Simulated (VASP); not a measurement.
# Ti (Im-3m) in VASP: a series of runs

Ti is run at these levels: PBE; tasks: single point.

Everything below comes from runs of VASP 6.6.1. Logs are shortened: lines on timing, memory, paths and dates and some standing lists are left out, and cuts for length are marked.

## 1. The cell of the first run

Symmetry: Im-3m, No. 229, cubic system. The conventional cell has a = 3.282 Å, b = 3.282 Å, c = 3.282 Å, α = 90.00°, β = 90.00°, γ = 90.00°. Within 3.7 Å of Ti (site symmetry m-3m) lie 14 Ti at 2.84 to 3.28 Å.

## 2. Single point, PBE

Contents of INCAR:

```
SYSTEM = Ti
PREC     = Accurate       ! precision mode
ENCUT    = 520            ! plane-wave cutoff, eV
EDIFF    = 1E-6           ! SCF threshold, eV
ISMEAR   = 0              ! smearing method
SIGMA    = 0.020999999999999998 ! smearing width, eV
LREAL    = .FALSE.        ! projectors in reciprocal space
LASPH    = .TRUE.         ! aspherical terms in the spheres
NELM     = 80             ! most SCF steps
ALGO     = Normal         ! electronic algorithm
ISIF     = 2              ! what is computed and relaxed
LWAVE    = .FALSE.        ! write WAVECAR
LCHARG   = .TRUE.         ! write CHGCAR
GGA      = PE             ! functional
LELF     = .TRUE.         ! ELF
LVHAR    = .TRUE.       
NBANDS   = 12             ! bands
```

Contents of KPOINTS:

```
Automatic mesh
0
G
  11 11 11
  0 0 0
```

Contents of POSCAR:

```
Ti
1.0
   -1.6410000000      1.6410000000      1.6410000000
    1.6410000000     -1.6410000000      1.6410000000
    1.6410000000      1.6410000000     -1.6410000000
Ti
1
Direct
    0.0000000000      0.0000000000      0.0000000000
```

Potentials or basis: VASP PAW PBE potentials, release 64 (Ti_sv).

On the command line:

```console
$ cat potpaw_PBE.64/Ti_sv/POTCAR > POTCAR
$ mpirun -np 1 vasp_std > vasp.out
```

OUTCAR:

```text
SYSTEM = Ti
   PREC = Accurate
   ENCUT = 520
   EDIFF = 1E-6
   ISMEAR = 0
   LREAL = .FALSE.
   LASPH = .TRUE.
   NELM = 80
   ISIF = 2
   GGA = PE

 ion  position               nearest neighbor table
   1  0.000  0.000  0.000-

  LATTYP: Found a body centered cubic cell.
 ALAT       =     3.2820000000

  Lattice vectors:

 A1 = (  -1.6410000000,   1.6410000000,   1.6410000000)
 A2 = (   1.6410000000,  -1.6410000000,   1.6410000000)
 A3 = (   1.6410000000,   1.6410000000,  -1.6410000000)

Analysis of symmetry for initial positions (statically):
=====================================================================
 Subroutine PRICEL returns:
 Original cell was already a primitive cell.

 Routine SETGRP: Setting up the symmetry group for a
 body centered cubic supercell.

 Subroutine GETGRP returns: Found 48 space group operations
[... 9 lines left out ...]

 Routine SETGRP: Setting up the symmetry group for a
 body centered cubic supercell.

 Subroutine GETGRP returns: Found 48 space group operations
[... 11 lines left out ...]
                                     Primitive cell

  volume of cell :      17.6761

  direct lattice vectors                    reciprocal lattice vectors
    -1.641000000  1.641000000  1.641000000     0.000000000  0.304692261  0.304692261
     1.641000000 -1.641000000  1.641000000     0.304692261  0.000000000  0.304692261
     1.641000000  1.641000000 -1.641000000     0.304692261  0.304692261  0.000000000

  length of vectors
     2.842295375  2.842295375  2.842295375     0.430899928  0.430899928  0.430899928

  position of ions in fractional coordinates (direct lattice)
     0.000000000  0.000000000  0.000000000

  ion indices of the primitive-cell ions
   primitive index   ion index
                 1           1

----------------------------------------------------------------------------------------

 KPOINTS: Automatic mesh

Automatic generation of k-mesh.
 Grid dimensions read from file:
 generate k-points for:   11   11   11

 Generating k-lattice:

  Cartesian coordinates                     Fractional coordinates (reciprocal lattice)
     0.000000000  0.027699296  0.027699296     0.090909091  0.000000000  0.000000000
     0.027699296  0.000000000  0.027699296     0.000000000  0.090909091  0.000000000
     0.027699296  0.027699296  0.000000000     0.000000000  0.000000000  0.090909091

  Length of vectors
     0.039172721  0.039172721  0.039172721
[... 53 lines left out ...]
   NELM   =     80;   NELMIN=  2; NELMDL= -5     # of ELM steps
   EDIFF  = 0.1E-05   stopping-criterion for ELM
   LREAL  =      F    real-space projection
   EDIFFG = 0.1E-04   stopping-criterion for IOM
   NSW    =      0    number of steps for IOM
   IBRION =     -1    ionic relax: 0-MD 1-quasi-New 2-CG
   NFREE  =      0    steps in history (QN), initial steepest desc. (CG)
   ISIF   =      2    stress and relaxation
   ISYM   =      2    0-nonsym 1-usesym 2-fastsym
   POTIM  = 0.5000    time-step for ionic-motion
   TEBEG  =    0.0;   TEEND  =   0.0 temperature during run
   PSTRESS=    0.0 pullay stress
   NELECT =      12.0000    total number of electrons
   NUPDOWN=      -1.0000    fix difference up-down
   EMIN   =  10.00;   EMAX   =-10.00  energy-range for DOS
   EFERMI =   0.00;   METHOD = LEGACY
   ISMEAR =     0;   SIGMA  =   0.02  broadening in eV -4-tet -1-fermi 0-gaus
   EFERMI_NEDOS =   21; number of points for ismear=-14 and -15
   IALGO  =     38    algorithm
   IMIX   =      4    mixing-type and parameters
     AMIX     =   0.40;   BMIX     =  1.00
     AMIX_MAG =   1.60;   BMIX_MAG =  1.00
  volume/ion in A,a.u.               =      17.68       119.28
  Fermi-wavevector in a.u.,A,eV,Ry     =   1.438821  2.718977 28.166848  2.070205
  Thomas-Fermi vector in A             =   2.557745
   LORBIT       =      0    0 simple, 1 ext, 2 COOP (PROOUT), +10 PAW based schemes
   GGA     = PE    functional components
   LHFCALC =     F    Hartree Fock is set to
   AEXX    =    0.0000 exact exchange contribution
   IVDW    =     0    specifies the selected vdW correction
   LEPSILON=     F    determine dielectric tensor
   LRPA    =     F    only Hartree local field effects (RPA)
 non-spin polarized calculation
 Gauss-broadening in eV      SIGMA  =   0.02
  energy-cutoff  :      520.00
  volume of cell :       17.68
 maximum number of plane-waves:       486
 NGX is ok and might be reduce to    24
   NGX = 11   NGY = 11   NGZ = 11

 number of electron      12.0000001 magnetization

 Free energy of the ion-electron system (eV)
  ---------------------------------------------------
  ext. energy  EPLUGINS =         0.00000000
  ---------------------------------------------------
  free energy    TOTEN  =        -7.71622036 eV

  energy without entropy =       -7.71506492  energy(sigma->0) =       -7.71564264

 E-fermi :   7.9004     XC(G=0): -11.4087

 val. band max:        7.8926020499   @ k =  -0.3636  -0.4545   0.0909
 cond. band min:       7.9026692668   @ k =   0.1818   0.0909   0.0909
 fundamental gap:      0.0100672169
 Fermi energy:         7.9003994625

 k-point     1 :       0.0000    0.0000    0.0000
  band No.  band energies     occupation
      1     -48.6395      2.00000
      2     -24.5169      2.00000
      3     -24.5169      2.00000
      4     -24.5169      2.00000
      5       1.9905      2.00000
      6       8.8917      0.00000
      7       8.8917      0.00000
      8       8.8917      0.00000
      9      10.6117      0.00000
     10      10.6117      0.00000
     11      25.1903      0.00000
     12      25.1903      0.00000
[... 331 lines left out ...]
 k-point    24 :       0.3636    0.1818    0.0909
  band No.  band energies     occupation
      1     -48.5109      2.00000
      2     -25.0367      2.00000
      3     -24.7995      2.00000
      4     -24.6175      2.00000
      5       6.4759      2.00000
      6       7.3333      2.00000
      7       7.9335      0.02602
      8      10.7882      0.00000
      9      10.9772      0.00000
     10      14.1147      0.00000
     11      16.3279      0.00000
     12      18.8643      0.00000

 [... further k-points ...]
[... 5 lines left out ...]
  --------------------------------------------------------------------------------------
  -------------------------------------------------------------------------------------
  Total       -0.3431435     -0.3431435     -0.3431435      0.0000000      0.0000000      0.0000000
  in kB      -31.1028780    -31.1028780    -31.1028780      0.0000000      0.0000000      0.0000000
  external PRESSURE =     -31.1028780 kB  Pullay stress =       0.0000000 kB

 VOLUME and BASIS-vectors are now :
 -----------------------------------------------------------------------------
  energy-cutoff  :      520.00
  volume of cell :       17.68
      direct lattice vectors                 reciprocal lattice vectors
    -1.641000000  1.641000000  1.641000000     0.000000000  0.304692261  0.304692261
     1.641000000 -1.641000000  1.641000000     0.304692261  0.000000000  0.304692261
     1.641000000  1.641000000 -1.641000000     0.304692261  0.304692261  0.000000000

 POSITION                                       TOTAL-FORCE (eV/Angst)
 -----------------------------------------------------------------------------------
      0.00000      0.00000      0.00000         0.000000      0.000000     -0.000000
 -----------------------------------------------------------------------------------
    total drift:                               -0.000000      0.000000      0.000000

  FREE ENERGIE OF THE ION-ELECTRON SYSTEM (eV)
  ---------------------------------------------------
  free  energy   TOTEN  =        -7.7162203565 eV

  energy  without entropy=       -7.7150649249  energy(sigma->0) =       -7.71564264
```

OSZICAR:

```text
N       E                     dE             d eps       ncg     rms          rms(c)
DAV:   1     0.861461461858E+02    0.86146E+02   -0.65794E+03  1344   0.120E+03
DAV:   2    -0.426660541207E+01   -0.90413E+02   -0.87864E+02  1372   0.295E+02
DAV:   3    -0.869528527611E+01   -0.44287E+01   -0.43771E+01  1860   0.652E+01
DAV:   4    -0.879390118773E+01   -0.98616E-01   -0.98539E-01  1520   0.851E+00
DAV:   5    -0.879647546442E+01   -0.25743E-02   -0.25742E-02  1616   0.116E+00    0.816E+00
DAV:   6    -0.770668233775E+01    0.10898E+01   -0.27485E+00  1444   0.228E+01    0.202E+00
DAV:   7    -0.770631185298E+01    0.37048E-03   -0.67593E-02  1596   0.263E+00    0.124E+00
DAV:   8    -0.771574428591E+01   -0.94324E-02   -0.34394E-02  1416   0.229E+00    0.141E-01
DAV:   9    -0.771624461208E+01   -0.50033E-03   -0.30997E-03  1652   0.588E-01    0.880E-02
DAV:  10    -0.771622817227E+01    0.16440E-04   -0.54806E-04  1452   0.290E-01    0.446E-02
DAV:  11    -0.771622378696E+01    0.43853E-05   -0.11362E-04  1432   0.159E-01    0.114E-02
DAV:  12    -0.771622008278E+01    0.37042E-05   -0.40638E-06  1568   0.214E-02    0.168E-03
DAV:  13    -0.771622035649E+01   -0.27371E-06   -0.14284E-07   776   0.309E-03
   1 F= -.77162204E+01 E0= -.77156426E+01  d E =-.115543E-02
```

stdout:

```text
POSCAR found type information on POSCAR Ti
 POSCAR found :  1 types and       1 ions
 scaLAPACK will be used
 LDA part: xc-table for (Slater+PW92), standard interpolation
 POSCAR, INCAR and KPOINTS ok, starting setup
 FFT: planning ... GRIDC
 FFT: planning ... GRID_SOFT
 FFT: planning ... GRID
 WAVECAR not read
 entering main loop
```

Run time: 8.8 s. Hardware: 1 thread of Intel Xeon Platinum 8259CL at 2.50GHz (Skylake/Cascade Lake), shared host; peak memory 0.14 GiB.

Results:

```yaml
Free_energy: -7.7162 eV
Pressure: -3.1 GPa
Band_gap_on_the_k_mesh: zero (band 6 reaches 8.90 eV, above the bottom of band 7 at 7.33 eV)
```

Levels at points of the mesh, in eV from the Fermi level:
```tsv
k point	band 2	band 3	band 4	band 5	band 6	band 7	band 8	band 9	band 10	band 11
(0.00, 0.00, 0.00)	-32.42	-32.42	-32.42	-5.91	0.99	0.99	0.99	2.71	2.71	17.29
```

## 3. Single point, PBE

Contents of INCAR:

```
SYSTEM = Ti
  ALGO = Normal
  EDIFF = 1E-7
  ENCUT = 520
  GGA = PE
  ISIF = 2
  ISMEAR = 0
  LASPH = .TRUE.
  LCHARG = .FALSE.
  LREAL = .FALSE.
  LWAVE = .FALSE.
  NBANDS = 12
  NELM = 60
  PREC = Accurate
  SIGMA = 0.022
```

Contents of KPOINTS:

```
k-points
0
G
  11 11 11
  0 0 0
```

POSCAR is that of step 2.

Potentials or basis: VASP PAW PBE potentials, release 64 (Ti_sv).

On the command line:

```console
$ cat potpaw_PBE.64/Ti_sv/POTCAR > POTCAR
$ mpirun -np 1 vasp_std > vasp.out
```

OUTCAR:

```text
SYSTEM = Ti
   EDIFF = 1E-7
   ENCUT = 520
   GGA = PE
   ISIF = 2
   ISMEAR = 0
   LASPH = .TRUE.
   LREAL = .FALSE.
   NELM = 60
   PREC = Accurate

 ion  position               nearest neighbor table
   1  0.000  0.000  0.000-

  LATTYP: Found a body centered cubic cell.
 ALAT       =     3.2820000000

  Lattice vectors:

 A1 = (  -1.6410000000,   1.6410000000,   1.6410000000)
 A2 = (   1.6410000000,  -1.6410000000,   1.6410000000)
[... 531 lines left out ...]
      3     -24.8001      2.00000
      4     -24.6182      2.00000
      5       6.4758      2.00000
      6       7.3330      2.00000
      7       7.9333      0.03331
      8      10.7877      0.00000
      9      10.9767      0.00000
     10      14.1143      0.00000
     11      16.3277      0.00000
     12      18.8642      0.00000

 [... further k-points ...]
[... 5 lines left out ...]
  --------------------------------------------------------------------------------------
  -------------------------------------------------------------------------------------
  Total       -0.3427221     -0.3427221     -0.3427221     -0.0000000     -0.0000000     -0.0000000
  in kB      -31.0646877    -31.0646877    -31.0646877     -0.0000000     -0.0000000     -0.0000000
  external PRESSURE =     -31.0646877 kB  Pullay stress =       0.0000000 kB

 VOLUME and BASIS-vectors are now :
 -----------------------------------------------------------------------------
  energy-cutoff  :      520.00
  volume of cell :       17.68
      direct lattice vectors                 reciprocal lattice vectors
    -1.641000000  1.641000000  1.641000000     0.000000000  0.304692261  0.304692261
     1.641000000 -1.641000000  1.641000000     0.304692261  0.000000000  0.304692261
     1.641000000  1.641000000 -1.641000000     0.304692261  0.304692261  0.000000000

 POSITION                                       TOTAL-FORCE (eV/Angst)
 -----------------------------------------------------------------------------------
      0.00000      0.00000      0.00000        -0.000000      0.000000     -0.000000
 -----------------------------------------------------------------------------------
    total drift:                                0.000000      0.000000      0.000000

  FREE ENERGIE OF THE ION-ELECTRON SYSTEM (eV)
  ---------------------------------------------------
  free  energy   TOTEN  =        -7.7162767258 eV

  energy  without entropy=       -7.7150221845  energy(sigma->0) =       -7.71564946
```

OSZICAR:

```text
N       E                     dE             d eps       ncg     rms          rms(c)
DAV:   1     0.861461086759E+02    0.86146E+02   -0.65794E+03  1344   0.120E+03
DAV:   2    -0.426663451838E+01   -0.90413E+02   -0.87864E+02  1372   0.295E+02
DAV:   3    -0.869530175057E+01   -0.44287E+01   -0.43772E+01  1860   0.652E+01
DAV:   4    -0.879391798915E+01   -0.98616E-01   -0.98539E-01  1520   0.851E+00
DAV:   5    -0.879649226915E+01   -0.25743E-02   -0.25742E-02  1616   0.116E+00    0.816E+00
DAV:   6    -0.770679138222E+01    0.10897E+01   -0.27455E+00  1444   0.228E+01    0.202E+00
DAV:   7    -0.770637706455E+01    0.41432E-03   -0.67665E-02  1596   0.264E+00    0.124E+00
DAV:   8    -0.771580129941E+01   -0.94242E-02   -0.34392E-02  1416   0.229E+00    0.140E-01
DAV:   9    -0.771630038428E+01   -0.49908E-03   -0.31001E-03  1652   0.587E-01    0.877E-02
DAV:  10    -0.771628448132E+01    0.15903E-04   -0.53610E-04  1452   0.287E-01    0.431E-02
DAV:  11    -0.771627979356E+01    0.46878E-05   -0.10867E-04  1436   0.156E-01    0.114E-02
DAV:  12    -0.771627617637E+01    0.36172E-05   -0.40782E-06  1576   0.216E-02    0.170E-03
DAV:  13    -0.771627646274E+01   -0.28638E-06   -0.17478E-07  1388   0.309E-03    0.226E-03
DAV:  14    -0.771627668919E+01   -0.22645E-06   -0.85571E-08  1000   0.391E-03    0.482E-04
DAV:  15    -0.771627672584E+01   -0.36649E-07   -0.12766E-08   716   0.143E-03
   1 F= -.77162767E+01 E0= -.77156495E+01  d E =-.125454E-02
```

Wall time 9.1 s (1 thread of Intel Xeon Platinum 8259CL at 2.50GHz (Skylake/Cascade Lake), shared host); peak memory 0.14 GiB.

What came out:

| Property | Result |
| --- | --- |
| Free energy | -7.7163 eV |
| Pressure | -3.1 GPa |
| Band gap on the k mesh | zero (band 6 reaches 8.90 eV, above the bottom of band 7 at 7.33 eV) |
